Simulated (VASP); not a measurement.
Write the native input for VASP 6.6.1 that does the following.

* Task: relaxation of cell and atoms
* Functional: revPBE
* Potentials or basis: VASP PAW PBE potentials, release 64 (Te)
* Cutoff: 600 eV
* k mesh: 5 × 5 × 3
* Occupations: fermi-dirac, width 0.05 eV
* Spin: no spin polarisation
* Dipole correction: no
* Further INCAR settings: ALGO = Normal; EDIFF = 1e-06; IBRION = 2; EDIFFG = -0.01; NSW = 80; ISIF = 3

The structure of Te lies in POSCAR:

```
Te
1.0
    4.4540012348      0.0000000000      0.0000000000
   -2.2270006174      3.8572782178      0.0000000000
    0.0000000000      0.0000000000      5.9240000000
Te
3
Direct
    0.2690000000      0.0000000000      0.3333333333
    0.0000000000      0.2690000000      0.6666666667
    0.7310000000      0.7310000000      0.0000000000
```

These files were run (other wordings do the same):

INCAR

```
SYSTEM = Te
ALGO     = Normal         ! electronic algorithm
EDIFF    = 1E-6           ! SCF threshold, eV
EDIFFG   = -0.01          ! ionic threshold
ENCUT    = 600            ! plane-wave cutoff, eV
GGA      = RE             ! functional
IBRION   = 2              ! ionic algorithm
ISIF     = 3              ! what is computed and relaxed
ISMEAR   = -1             ! smearing method
LASPH    = .True.         ! aspherical terms in the spheres
LCHARG   = .False.        ! write CHGCAR
LREAL    = .False.        ! projectors in reciprocal space
LWAVE    = .False.        ! write WAVECAR
NELM     = 60             ! most SCF steps
NSW      = 80             ! ionic steps
PREC     = Accurate       ! precision mode
SIGMA    = 0.05           ! smearing width, eV
```

KPOINTS

```
k-points
0
Gamma
  5 5 3
  0 0 0
```

Potentials or basis: VASP PAW PBE potentials, release 64 (Te).

Run with:

```console
$ cat potpaw_PBE.64/Te/POTCAR > POTCAR
$ mpirun -np 1 vasp_std > vasp.out
```

It gave:

| Quantity | Value |
| --- | --- |
| Relaxed volume | 38.17 Å³/atom |
| Relaxed cell | a = 4.734 Å, b = 4.734 Å, c = 5.898 Å, α = 90.00°, β = 90.00°, γ = 120.00° |
| Space group after relaxing (to 0.1 Å) | P3_121 (No. 152) |
| Energy gained by relaxing | 19.4 meV/atom |
| Ionic steps | 10 |
| Pressure after relaxing | 0.0 GPa |
| Band gap on the k mesh | 1.00 eV (least direct gap 1.40 eV) |

Caveat: the PAW data sets were made with another functional, which shifts forces and pressure a little; spin-orbit coupling is left out, which moves the levels of the heavy elements.

Run time: 71 s on 1 thread of Intel(R) Xeon(R) Platinum 8488C (Sapphire Rapids), with other jobs on the host, peak memory 0.24 GiB.
